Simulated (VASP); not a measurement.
Here is a VASP 6.6.1 calculation.

Contents of INCAR:

```
PREC = Accurate ; ENCUT = 520
EDIFF = 1E-7 ; ISMEAR = -1
SIGMA = 0.08 ; LREAL = False
LASPH = True ; NELM = 60
ALGO = Normal ; ISIF = 2
LWAVE = False ; LCHARG = False
GGA = PE ; NBANDS = 19
```

Contents of KPOINTS:

```
regular mesh
0
Gamma
  13 13 7
```

Contents of POSCAR:

```
Ti
1.0
    2.9499978604      0.0000000000      0.0000000000
   -1.4749989302      2.5547730882      0.0000000000
    0.0000000000      0.0000000000      4.6391400000
Ti
2
Direct
    0.3333333333      0.6666666667      0.2500000000
    0.6666666667      0.3333333333      0.7500000000
```

Potentials or basis: VASP PAW PBE potentials, release 64 (Ti_sv).

Launch:

```console
$ cat potpaw_PBE.64/Ti_sv/POTCAR > POTCAR
$ mpirun -np 1 vasp_std > vasp.out
```

(1) What does it give for the band gap on the k mesh?

(2) Estimate the pressure.

## Answers

(1) zero (bands 12 and 13 overlap by 1.09 eV).

(2) -0.7 GPa.

Caveat: the cell differs from its parent crystal (zz strain of -1 %).
